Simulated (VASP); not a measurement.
# Cu3GeS4 (P-43m) in VASP: settings compared

The runs below take Cu3GeS4 through single point, with PBE, PBE+U.

Program: VASP 6.6.1. These are calculated values, not measurements. Logs are shortened: lines on timing, memory, paths and dates and some standing lists are left out, and cuts for length are marked.

**1. The cell of the first run**

The structure is cubic, space group P-43m (No. 215). Conventional cell: a = 5.375 Å, b = 5.375 Å, c = 5.375 Å, α = 90.00°, β = 90.00°, γ = 90.00°. Within 2.9 Å of Ge (site symmetry -43m) lie 4 S at 2.19 Å and 6 Cu at 2.69 Å. Cu (site symmetry -42m) has 4 S at 2.28 Å and 2 Ge at 2.69 Å within 3.0 Å. Within 2.9 Å of S (site symmetry 3m) lie 1 Ge at 2.19 Å and 3 Cu at 2.28 Å.

**2. Single point, PBE**

Input file INCAR:

```
SYSTEM = Cu3GeS4
ALGO = Normal
EDIFF = 1E-6
ENCUT = 520
GGA = PE
ISIF = 2
ISMEAR = -1
LASPH = .TRUE.
LCHARG = .TRUE.
LELF = .TRUE.
LREAL = .FALSE.
LVHAR = .TRUE.
LWAVE = .FALSE.
NBANDS = 46
NELM = 80
PREC = Accurate
SIGMA = 0.1
```

Input file KPOINTS:

```
k-points
0
G
  4 4 4
  0 0 0
```

Input file POSCAR:

```
Cu3GeS4
1.0
    5.3752620000      0.0000000000      0.0000000000
    0.0000000000      5.3752620000      0.0000000000
    0.0000000000      0.0000000000      5.3752620000
Ge Cu S
1 3 4
Direct
    0.0000000000      0.0000000000      0.0000000000
    0.5000000000      0.0000000000      0.0000000000
    0.0000000000      0.5000000000      0.0000000000
    0.0000000000      0.0000000000      0.5000000000
    0.2350000000      0.2350000000      0.2350000000
    0.2350000000      0.7650000000      0.7650000000
    0.7650000000      0.7650000000      0.2350000000
    0.7650000000      0.2350000000      0.7650000000
```

Potentials or basis: VASP PAW PBE potentials, release 64 (Ge_d, Cu, S).

Launch:

```sh
cat potpaw_PBE.64/Ge_d/POTCAR potpaw_PBE.64/Cu/POTCAR potpaw_PBE.64/S/POTCAR > POTCAR
mpirun -np 1 vasp_std > vasp.out
```

OUTCAR:

```text
SYSTEM = Cu3GeS4
   EDIFF = 1E-6
   ENCUT = 520
   GGA = PE
   ISIF = 2
   ISMEAR = -1
   LASPH = .TRUE.
   LREAL = .FALSE.
   NELM = 80
   PREC = Accurate

 ion  position               nearest neighbor table
   1  0.000  0.000  0.000-   5 2.19   6 2.19   7 2.19   8 2.19   3 2.69   4 2.69   2 2.69   4 2.69
                             3 2.69   2 2.69
   2  0.500  0.000  0.000-   5 2.28   6 2.28   7 2.28   8 2.28   1 2.69   1 2.69
   3  0.000  0.500  0.000-   5 2.28   6 2.28   7 2.28   8 2.28   1 2.69   1 2.69
   4  0.000  0.000  0.500-   5 2.28   6 2.28   7 2.28   8 2.28   1 2.69   1 2.69
   5  0.235  0.235  0.235-   1 2.19   2 2.28   3 2.28   4 2.28
   6  0.235  0.765  0.765-   1 2.19   2 2.28   3 2.28   4 2.28
   7  0.765  0.765  0.235-   1 2.19   2 2.28   3 2.28   4 2.28
   8  0.765  0.235  0.765-   1 2.19   2 2.28   3 2.28   4 2.28

  LATTYP: Found a simple cubic cell.
 ALAT       =     5.3752620000

  Lattice vectors:

 A1 = (   5.3752620000,   0.0000000000,   0.0000000000)
 A2 = (   0.0000000000,   5.3752620000,   0.0000000000)
 A3 = (   0.0000000000,   0.0000000000,   5.3752620000)

Analysis of symmetry for initial positions (statically):
=====================================================================
 Subroutine PRICEL returns:
 Original cell was already a primitive cell.

 Routine SETGRP: Setting up the symmetry group for a
 simple cubic supercell.

 Subroutine GETGRP returns: Found 24 space group operations
 (whereof 24 operations were pure point group operations)
 out of a pool of 48 trial point group operations.

The static configuration has the point symmetry T_d .

Analysis of symmetry for dynamics (positions and initial velocities):
=====================================================================
 Subroutine PRICEL returns:
 Original cell was already a primitive cell.

 Routine SETGRP: Setting up the symmetry group for a
 simple cubic supercell.

 Subroutine GETGRP returns: Found 24 space group operations
 (whereof 24 operations were pure point group operations)
 out of a pool of 48 trial point group operations.

The dynamic configuration has the point symmetry T_d .

 Subroutine INISYM returns: Found 24 space group operations
 (whereof 24 operations are pure point group operations),
 and found     1 'primitive' translations

----------------------------------------------------------------------------------------

                                     Primitive cell

  volume of cell :     155.3098

  direct lattice vectors                    reciprocal lattice vectors
     5.375262000  0.000000000  0.000000000     0.186037443  0.000000000  0.000000000
     0.000000000  5.375262000  0.000000000     0.000000000  0.186037443  0.000000000
     0.000000000  0.000000000  5.375262000     0.000000000  0.000000000  0.186037443

  length of vectors
     5.375262000  5.375262000  5.375262000     0.186037443  0.186037443  0.186037443

  position of ions in fractional coordinates (direct lattice)
     0.000000000  0.000000000  0.000000000
     0.500000000  0.000000000  0.000000000
     0.000000000  0.500000000  0.000000000
     0.000000000  0.000000000  0.500000000
     0.235000000  0.235000000  0.235000000
     0.235000000  0.765000000  0.765000000
     0.765000000  0.765000000  0.235000000
     0.765000000  0.235000000  0.765000000

  ion indices of the primitive-cell ions
   primitive index   ion index
                 1           1
                 2           2
                 3           3
                 4           4
                 5           5
                 6           6
                 7           7
                 8           8

----------------------------------------------------------------------------------------

 KPOINTS: k-points

Automatic generation of k-mesh.
 Grid dimensions read from file:
 generate k-points for:    4    4    4

 Generating k-lattice:

  Cartesian coordinates                     Fractional coordinates (reciprocal lattice)
     0.046509361  0.000000000  0.000000000     0.250000000  0.000000000  0.000000000
     0.000000000  0.046509361  0.000000000     0.000000000  0.250000000  0.000000000
     0.000000000  0.000000000  0.046509361     0.000000000  0.000000000  0.250000000

  Length of vectors
     0.046509361  0.046509361  0.046509361

  Shift w.r.t. Gamma in fractional coordinates (k-lattice)
     0.000000000  0.000000000  0.000000000

 Subroutine IBZKPT returns following result:
 ===========================================

 Found     10 irreducible k-points:

 Following reciprocal coordinates:
            Coordinates               Weight
  0.000000  0.000000  0.000000      1.000000
  0.250000  0.000000  0.000000      6.000000
  0.500000  0.000000  0.000000      3.000000
  0.250000  0.250000  0.000000     12.000000
  0.500000  0.250000  0.000000     12.000000
  0.500000  0.500000  0.000000      3.000000
  0.250000  0.250000  0.250000      8.000000
  0.500000  0.250000  0.250000     12.000000
[... 30 lines left out ...]
   PSTRESS=    0.0 pullay stress
   NELECT =      71.0000    total number of electrons
   NUPDOWN=      -1.0000    fix difference up-down
   EMIN   =  10.00;   EMAX   =-10.00  energy-range for DOS
   EFERMI =   0.00;   METHOD = LEGACY
   ISMEAR =    -1;   SIGMA  =   0.10  broadening in eV -4-tet -1-fermi 0-gaus
   EFERMI_NEDOS =   21; number of points for ismear=-14 and -15
   IALGO  =     38    algorithm
   IMIX   =      4    mixing-type and parameters
     AMIX     =   0.40;   BMIX     =  1.00
     AMIX_MAG =   1.60;   BMIX_MAG =  1.00
  volume/ion in A,a.u.               =      19.41       131.01
  Fermi-wavevector in a.u.,A,eV,Ry     =   1.261134  2.383198 21.639515  1.590460
  Thomas-Fermi vector in A             =   2.394609
   LORBIT       =      0    0 simple, 1 ext, 2 COOP (PROOUT), +10 PAW based schemes
   GGA     = PE    functional components
   LHFCALC =     F    Hartree Fock is set to
   AEXX    =    0.0000 exact exchange contribution
   IVDW    =     0    specifies the selected vdW correction
   LEPSILON=     F    determine dielectric tensor
   LRPA    =     F    only Hartree local field effects (RPA)
 non-spin polarized calculation
  energy-cutoff  :      520.00
  volume of cell :      155.31
 maximum number of plane-waves:      4224
 NGX is ok and might be reduce to    40
   NGX = 19   NGY = 19   NGZ = 19

 number of electron      70.9999972 magnetization

 Free energy of the ion-electron system (eV)
  ---------------------------------------------------
  ext. energy  EPLUGINS =         0.00000000
  ---------------------------------------------------
  free energy    TOTEN  =       -32.95907748 eV

  energy without entropy =      -32.81372439  energy(sigma->0) =      -32.88640093

 E-fermi :   4.2385     XC(G=0):  -9.5258

 val. band max:        4.1962822670   @ k =   0.5000   0.5000   0.2500
 cond. band min:       4.2651391113   @ k =   0.2500   0.0000   0.0000
 fundamental gap:      0.0688568443
 Fermi energy:         4.2385151407

 k-point     1 :       0.0000    0.0000    0.0000
  band No.  band energies     occupation
      1     -21.3368      2.00000
      2     -21.3368      2.00000
      3     -21.3368      2.00000
      4     -21.2869      2.00000
      5     -21.2869      2.00000
      6     -11.3103      2.00000
[... 38 lines left out ...]
     45      10.0381      0.00000
     46      10.0381      0.00000

 k-point     2 :       0.2500    0.0000    0.0000
  band No.  band energies     occupation
      1     -21.3369      2.00000
      2     -21.3368      2.00000
      3     -21.3368      2.00000
      4     -21.2869      2.00000
      5     -21.2863      2.00000
      6     -11.2095      2.00000
[... 38 lines left out ...]
     45      10.3904      0.00000
     46      10.3904      0.00000

 k-point     3 :       0.5000    0.0000    0.0000
  band No.  band energies     occupation
      1     -21.3369      2.00000
      2     -21.3368      2.00000
      3     -21.3368      2.00000
      4     -21.2869      2.00000
      5     -21.2856      2.00000
      6     -11.0897      2.00000
[... 332 lines left out ...]
     45      10.9580      0.00000
     46      11.2410      0.00000

 k-point    10 :       0.5000    0.5000    0.5000
  band No.  band energies     occupation
      1     -21.3368      2.00000
      2     -21.3368      2.00000
      3     -21.3368      2.00000
      4     -21.2850      2.00000
      5     -21.2850      2.00000
      6     -10.7072      2.00000
[... 38 lines left out ...]
     45      10.7646      0.00000
     46      11.2400      0.00000

------------------------ aborting loop because EDIFF is reached ----------------------------------------

  FORCE on cell =-STRESS in cart. coord.  units (eV):
  Direction    XX          YY          ZZ          XY          YZ          ZX
  --------------------------------------------------------------------------------------
  -------------------------------------------------------------------------------------
  Total        8.8477708      8.8477708      8.8477708      0.0000000      0.0000000     -0.0000000
  in kB       91.2736742     91.2736742     91.2736742      0.0000000      0.0000000     -0.0000000
  external PRESSURE =      91.2736742 kB  Pullay stress =       0.0000000 kB

 VOLUME and BASIS-vectors are now :
 -----------------------------------------------------------------------------
  energy-cutoff  :      520.00
  volume of cell :      155.31
      direct lattice vectors                 reciprocal lattice vectors
     5.375262000  0.000000000  0.000000000     0.186037443  0.000000000  0.000000000
     0.000000000  5.375262000  0.000000000     0.000000000  0.186037443  0.000000000
     0.000000000  0.000000000  5.375262000     0.000000000  0.000000000  0.186037443

 POSITION                                       TOTAL-FORCE (eV/Angst)
 -----------------------------------------------------------------------------------
      0.00000      0.00000      0.00000         0.000000     -0.000000     -0.000000
      2.68763      0.00000      0.00000         0.000000     -0.000000     -0.000000
      0.00000      2.68763      0.00000         0.000000     -0.000000     -0.000000
      0.00000      0.00000      2.68763         0.000000     -0.000000     -0.000000
      1.26319      1.26319      1.26319         0.793297      0.793297      0.793297
      1.26319      4.11208      4.11208         0.793297     -0.793297     -0.793297
      4.11208      4.11208      1.26319        -0.793297     -0.793297      0.793297
      4.11208      1.26319      4.11208        -0.793297      0.793297     -0.793297
 -----------------------------------------------------------------------------------
    total drift:                               -0.000000     -0.000000      0.000000

  FREE ENERGIE OF THE ION-ELECTRON SYSTEM (eV)
  ---------------------------------------------------
  free  energy   TOTEN  =       -32.9590774756 eV

  energy  without entropy=      -32.8137243904  energy(sigma->0) =      -32.88640093
```

Wall time 63 s (1 thread of Intel Xeon Platinum 8488C (Sapphire Rapids), shared host); peak memory 0.26 GiB.

What came out:

```yaml
Free_energy: -32.9591 eV
Pressure: 9.1 GPa
Largest_force: 1.374 eV/Å
```

Forces on the atoms (eV/Å):
```
Ge   0.000  0.000  0.000
Cu   0.000  0.000  0.000
Cu   0.000  0.000  0.000
Cu   0.000  0.000  0.000
S    0.793  0.793  0.793
S    0.793 -0.793 -0.793
S   -0.793 -0.793  0.793
S   -0.793  0.793 -0.793
```

Caveat: forces of over 1 eV/Å act on the atoms, so gaps and moduli don't describe the material at rest.

**3. Single point, PBE**

Input file INCAR:

```
PREC = Accurate
ENCUT = 520
EDIFF = 1E-7
ISMEAR = -1
SIGMA = 0.1
LREAL = F
LASPH = T
NELM = 100
ALGO = Normal
ISIF = 2
LWAVE = F
LCHARG = F
GGA = PE
NBANDS = 46
```

Input file KPOINTS:

```
Automatic mesh
0
Gamma
  4 4 4
```

POSCAR is that of step 2.

Potentials or basis: VASP PAW PBE potentials, release 64 (Ge_d, Cu, S).

Launch:

```sh
cat potpaw_PBE.64/Ge_d/POTCAR potpaw_PBE.64/Cu/POTCAR potpaw_PBE.64/S/POTCAR > POTCAR
mpirun -np 1 vasp_std > vasp.out
```

Wall time 68 s (1 thread of Intel Xeon Platinum 8488C (Sapphire Rapids), shared host); peak memory 0.26 GiB.

Results (log left out):

| Quantity | Value |
| --- | --- |
| Free energy | -32.9591 eV |
| Pressure | 9.1 GPa |
| Largest force | 1.373 eV/Å |

Forces in eV/Å, atoms in the order of the input:
```
Ge   0.000  0.000  0.000
Cu   0.000  0.000  0.000
Cu   0.000  0.000  0.000
Cu   0.000  0.000  0.000
S    0.793  0.793  0.793
S    0.793 -0.793 -0.793
S   -0.793 -0.793  0.793
S   -0.793  0.793 -0.793
```

Levels at points of the mesh, in eV from the Fermi level:
| k point | band 34 | band 35 | band 36 | band 37 | band 38 | band 39 |
| --- | --- | --- | --- | --- | --- | --- |
| (0.00, 0.00, 0.00) | 0.31 | 0.31 | 0.31 | 1.37 | 2.57 | 3.22 |
| (0.50, 0.00, 0.00) | -0.96 | -0.30 | -0.30 | 2.42 | 3.46 | 4.32 |
| (0.50, 0.50, 0.00) | -0.85 | -0.75 | -0.13 | 2.47 | 3.79 | 4.58 |
| (0.50, 0.50, 0.50) | 0.04 | 0.04 | 0.04 | 1.32 | 3.86 | 3.86 |

Caveat: forces of over 1 eV/Å act on the atoms, so gaps and moduli don't describe the material at rest.

**4. Single point, PBE+U**

Input file INCAR:

```
PREC     = Accurate       # precision mode
ENCUT    = 520            # plane-wave cutoff, eV
EDIFF    = 1E-7           # SCF threshold, eV
ISMEAR   = -1             # smearing method
SIGMA    = 0.1            # smearing width, eV
LREAL    = F              # projectors in reciprocal space
LASPH    = T              # aspherical terms in the spheres
NELM     = 150            # most SCF steps
ALGO     = Normal         # electronic algorithm
ISIF     = 2              # what is computed and relaxed
LWAVE    = F              # write WAVECAR
LCHARG   = F              # write CHGCAR
LMAXMIX  = 4              # l up to which the mixer works
LDAU     = T              # DFT+U
LDAUTYPE = 2            
LDAUL    = -1 2 -1        # shell
LDAUU    = 0 4 0          # U, eV
LDAUJ    = 0 0 0        
LDAUPRINT= 1            
GGA      = PE             # functional
NBANDS   = 46             # bands
```

Input file KPOINTS:

```
regular mesh
0
Gamma
  4 4 4
```

POSCAR is that of step 3.

Launch:

```sh
cat potpaw_PBE.64/Ge_d/POTCAR potpaw_PBE.64/Cu/POTCAR potpaw_PBE.64/S/POTCAR > POTCAR
mpirun -np 1 vasp_std > vasp.out
```

Wall time 77 s (1 thread of Intel Xeon Platinum 8375C at 2.90GHz (Ice Lake), shared host); peak memory 0.26 GiB.

The run converged. Its results:

```yaml
Free_energy: -29.2048 eV
Pressure: 8.8 GPa
Largest_force: 1.266 eV/Å
```

Forces in eV/Å, atoms in the order of the input:
```
Ge   0.000  0.000  0.000
Cu   0.000  0.000  0.000
Cu   0.000  0.000  0.000
Cu   0.000  0.000  0.000
S    0.731  0.731  0.731
S    0.731 -0.731 -0.731
S   -0.731 -0.731  0.731
S   -0.731  0.731 -0.731
```

Levels at points of the mesh, in eV from the Fermi level:
| k point | band 32 | band 33 | band 34 | band 35 | band 36 | band 37 | band 38 | band 39 | band 40 | band 41 |
| --- | --- | --- | --- | --- | --- | --- | --- | --- | --- | --- |
| (0.00, 0.00, 0.00) | -1.60 | -1.60 | 0.29 | 0.29 | 0.29 | 1.69 | 3.01 | 3.49 | 3.49 | 3.49 |
| (0.50, 0.00, 0.00) | -1.34 | -1.34 | -1.14 | -0.31 | -0.31 | 2.75 | 3.74 | 4.69 | 4.98 | 4.98 |
| (0.50, 0.50, 0.00) | -1.44 | -0.88 | -0.88 | -0.82 | -0.10 | 2.79 | 4.08 | 4.90 | 4.90 | 5.84 |
| (0.50, 0.50, 0.50) | -0.98 | -0.98 | 0.05 | 0.05 | 0.05 | 1.62 | 4.28 | 4.28 | 4.28 | 4.85 |

Eigenvalues of the final occupation matrices:
| site | spin | trace | eigenvalues |
| --- | --- | --- | --- |
| site 2 d | 1 | 4.70 | 0.93 0.93 0.94 0.95 0.95 |
| site 2 d | 2 | 4.70 | 0.93 0.93 0.94 0.95 0.95 |
| site 3 d | 1 | 4.70 | 0.93 0.93 0.94 0.95 0.95 |
| site 3 d | 2 | 4.70 | 0.93 0.93 0.94 0.95 0.95 |
| site 4 d | 1 | 4.70 | 0.93 0.93 0.94 0.95 0.95 |
| site 4 d | 2 | 4.70 | 0.93 0.93 0.94 0.95 0.95 |

Caveat: U without spin polarisation on a metal has little footing; forces of over 1 eV/Å act on the atoms, so gaps and moduli don't describe the material at rest.

**5. Single point, PBE+U**

Changes to INCAR since step 4:

```diff
@@ -1,4 +1,4 @@
 PREC     = Accurate       # precision mode
-ENCUT    = 520            # plane-wave cutoff, eV
-EDIFF    = 1E-7           # SCF threshold, eV
+ENCUT    = 700            # plane-wave cutoff, eV
+EDIFF    = 1E-6           # SCF threshold, eV
 ISMEAR   = -1             # smearing method
@@ -7,3 +7,3 @@
 LASPH    = T              # aspherical terms in the spheres
-NELM     = 150            # most SCF steps
+NELM     = 200            # most SCF steps
 ALGO     = Normal         # electronic algorithm
@@ -20,2 +20,3 @@
 GGA      = PE             # functional
-NBANDS   = 46             # bands
+NBANDS   = 58             # bands
+GGA_COMPAT= F
```

KPOINTS is that of step 4.

POSCAR is that of step 4.

Potentials or basis: VASP PAW PBE potentials, release 64 (Ge_d, Cu_sv_GW, S).

Launch:

```sh
cat potpaw_PBE.64/Ge_d/POTCAR potpaw_PBE.64/Cu_sv_GW/POTCAR potpaw_PBE.64/S/POTCAR > POTCAR
mpirun -np 1 vasp_std > vasp.out
```

Wall time 2.4 min (1 thread of Intel Xeon 6975P-C (Granite Rapids), shared host); peak memory 0.4 GiB.

It converged, with:

```yaml
Free_energy: -27.8979 eV
Pressure: 8.3 GPa
Largest_force: 1.316 eV/Å
```

Forces on the atoms (eV/Å):
```
Ge   0.000  0.000  0.000
Cu   0.000  0.000  0.000
Cu   0.000  0.000  0.000
Cu   0.000  0.000  0.000
S    0.760  0.760  0.760
S    0.760 -0.760 -0.760
S   -0.760 -0.760  0.760
S   -0.760  0.760 -0.760
```

Levels at points of the mesh, in eV from the Fermi level:
```csv
k point,band 44,band 45,band 46,band 47,band 48,band 49,band 50,band 51,band 52,band 53
"(0.00, 0.00, 0.00)",-1.59,-1.59,0.30,0.30,0.30,1.60,2.90,3.43,3.43,3.43
"(0.50, 0.00, 0.00)",-1.35,-1.35,-1.09,-0.31,-0.31,2.66,3.67,4.60,4.92,4.92
"(0.50, 0.50, 0.00)",-1.44,-0.88,-0.88,-0.82,-0.10,2.70,4.00,4.83,4.83,5.74
"(0.50, 0.50, 0.50)",-0.98,-0.98,0.05,0.05,0.05,1.54,4.17,4.17,4.17,4.77
```

Eigenvalues of the final occupation matrices:
```tsv
site	spin	trace	eigenvalues
site 2 d	1	4.55	0.90 0.90 0.91 0.92 0.92
site 2 d	2	4.55	0.90 0.90 0.91 0.92 0.92
site 3 d	1	4.55	0.90 0.90 0.91 0.92 0.92
site 3 d	2	4.55	0.90 0.90 0.91 0.92 0.92
site 4 d	1	4.55	0.90 0.90 0.91 0.92 0.92
site 4 d	2	4.55	0.90 0.90 0.91 0.92 0.92
```

Caveat: U without spin polarisation on a metal has little footing; forces of over 1 eV/Å act on the atoms, so gaps and moduli don't describe the material at rest.

**6. Overview**

| level | potentials or basis | U | cutoff (eV) | second run | gap on the mesh (eV) | pressure (GPa) | largest force (eV/Å) |
| --- | --- | --- | --- | --- | --- | --- | --- |
| PBE | VASP PAW PBE potentials, release 64 (Ge_d, Cu, S) | - | 520 | - | none | 9.1 | 1.37 |
| PBE+U | VASP PAW PBE potentials, release 64 (Ge_d, Cu, S) | Cu d U = 4.0 eV | 520 | - | none | 8.8 | 1.27 |
| PBE+U | VASP PAW PBE potentials, release 64 (Ge_d, Cu_sv_GW, S) | Cu d U = 4.0 eV | 700 | valence_matched | none | 8.3 | 1.32 |

Alike in all rows: task single point; no spin polarisation; cell as given; k mesh 4 × 4 × 4; smearing fermi-dirac 0.1 eV.

Caveats: forces of over 1 eV/Å act on the atoms, so gaps and moduli don't describe the material at rest; U without spin polarisation on a metal has little footing (some runs).

Total energies depend on the potentials used, so only differences within one code and one set of settings carry meaning.
